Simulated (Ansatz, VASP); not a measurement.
## K3SBr in VASP and in Ansatz

```
CELL_PARAMETERS angstrom
5.86893 0.00000 0.00000
0.00000 5.86893 0.00000
0.00000 0.00000 5.86893
ATOMIC_POSITIONS crystal
Br 0.00000 0.00000 0.00000
S 0.50000 0.50000 0.50000
K 0.50000 0.50000 0.00000
K 0.50000 0.00000 0.50000
K 0.00000 0.50000 0.50000
```

Alike in both runs: task single point; functional PBE; k mesh 4 × 4 × 4; no spin polarisation.

|  | VASP | Ansatz |
| --- | --- | --- |
| version | VASP 6.6.1 | Ansatz 0.2.0 |
| potentials or method | VASP PAW PBE potentials, release 64 (Br, S, K_sv) | plane waves, PAW |
| plane-wave cutoff (eV) | 520 | 420 |
| occupations | gaussian, width 0.01 eV | fixed |
| valence electrons in the cell | 40 | 40 |

Ansatz gave:

* gap on the k mesh at the Fermi level (eV): 1.74
* pressure (GPa): 0.9

Task: What did VASP give for the same quantities?

Result: gap on the k mesh at the Fermi level (eV): 1.73; pressure (GPa): 0.9.
